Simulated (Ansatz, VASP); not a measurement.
**Cd: VASP beside Ansatz**

File INCAR:

```
PREC = Accurate
ENCUT = 520
EDIFF = 1E-7
ISMEAR = 0
SIGMA = 0.15
LREAL = F
LASPH = T
NELM = 80
ALGO = Normal
ISIF = 2
LWAVE = F
LCHARG = F
GGA = PE
NBANDS = 12
```

Contents of KPOINTS:

```
regular mesh
0
Gamma
  18 18 18
```

Contents of POSCAR:

```
Cd
1.0
    0.0000000000      2.2740305010      2.2740305010
    2.2740305010      0.0000000000      2.2740305010
    2.2740305010      2.2740305010      0.0000000000
Cd
1
Direct
    0.0000000000      0.0000000000      0.0000000000
```

Input for Ansatz:

```yaml
crystal:
  lattice:
    - [0.0, 2.274030501, 2.274030501]
    - [2.274030501, 0.0, 2.274030501]
    - [2.274030501, 2.274030501, 0.0]
  atoms:
    - { symbol: Cd, position: [0.0, 0.0, 0.0] }
basis:
  ecutwfc: 420
kpoints:
  mp_grid: { grid: [18, 18, 18] }
hamiltonian:
  xc: pbe
scf:
  occupations: { method: gaussian, width: 0.15 }
output:
  forces: true
  stress: true
  eigenvalues: true
```

Alike in both runs: task single point; functional PBE; k mesh 18 × 18 × 18; occupations gaussian, width 0.15 eV; no spin polarisation.

|  | VASP | Ansatz |
| --- | --- | --- |
| version | VASP 6.6.1 | Ansatz 0.2.0 |
| potentials or method | VASP PAW PBE potentials, release 64 (Cd), cutoff 520 eV | scalar-relativistic, plane waves, PAW |
| valence electrons in the cell | 12 | 20 |

Ansatz gave:

| Quantity | Value |
| --- | --- |
| gap on the k mesh at the Fermi level (eV) | none |
| pressure (GPa) | -1.1 |

Task: Estimate VASP's values.

Result: gap on the k mesh at the Fermi level (eV): none; pressure (GPa): -0.9.

A gap of «none» marks a metal or a gap that the smearing closes. With one functional, cell and mesh, what is left measures potentials, basis and numerics. VASP's potentials hold 12 valence electrons a cell and Ansatz's 20, so a difference there can come from the potentials and not from the codes.
